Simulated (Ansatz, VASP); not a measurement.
**One calculation of BiB, two programs**

The input INCAR:

```
PREC     = Accurate       # precision mode
ENCUT    = 520            # plane-wave cutoff, eV
EDIFF    = 1E-6           # SCF threshold, eV
ISMEAR   = 0              # smearing method
SIGMA    = 0.01           # smearing width, eV
LREAL    = False          # projectors in reciprocal space
LASPH    = True           # aspherical terms in the spheres
NELM     = 100            # most SCF steps
ALGO     = Normal         # electronic algorithm
ISIF     = 2              # what is computed and relaxed
LWAVE    = False          # write WAVECAR
LCHARG   = False          # write CHGCAR
GGA      = CA             # functional
NBANDS   = 16             # bands
```

File KPOINTS:

```
Automatic mesh
0
Gamma
  8 8 8
```

POSCAR

```
BiB
1.0
    0.0000000000      2.7448744764      2.7448744764
    2.7448744764      0.0000000000      2.7448744764
    2.7448744764      2.7448744764      0.0000000000
B Bi
1 1
Direct
    0.0000000000      0.0000000000      0.0000000000
    0.2500000000      0.2500000000      0.2500000000
```

Input for Ansatz:

```yaml
crystal:
  lattice:
    - [0.0, 2.7448744764, 2.7448744764]
    - [2.7448744764, 0.0, 2.7448744764]
    - [2.7448744764, 2.7448744764, 0.0]
  atoms:
    - { symbol: B, position: [0.0, 0.0, 0.0] }
    - { symbol: Bi, position: [0.25, 0.25, 0.25] }
kpoints:
  mp_grid: { grid: [8, 8, 8] }
  band_path:
    path:
      - [0.0, 0.0, 0.0]
      - [-0.5, -0.5, 0.0]
      - [-0.375, -0.375, 0.25]
      - [-0.375, 0.0, 0.375]
      - [0.0, 0.0, 0.5]
      - [-0.5, -0.25, 0.25]
    npoints: 1
hamiltonian:
  xc: lda
scf:
  occupations: { method: fixed }
  n_extra_bands: 4
output:
  forces: true
  stress: true
  eigenvalues: true
```

Alike in both runs: task single point; functional LDA; k mesh 8 × 8 × 8; no spin polarisation.

```csv
,VASP,Ansatz
version,VASP 6.6.1,Ansatz 0.2.0
potentials or method,"VASP PAW LDA potentials, release 64 (B, Bi_d)","plane waves, PAW"
plane-wave cutoff (eV),520,420
occupations,"gaussian, width 0.01 eV",fixed
valence electrons in the cell,18,18
```

Ansatz gave:

* gap on the k mesh at the Fermi level (eV): 0.34
* pressure (GPa): -3.5

Task: What did VASP give for the same quantities?

Result: gap on the k mesh at the Fermi level (eV): 0.37; pressure (GPa): -3.4.

LDA's correlation is that of Perdew and Zunger in VASP and of Perdew and Wang (1992) in Ansatz.

Neither program's run includes spin-orbit coupling.
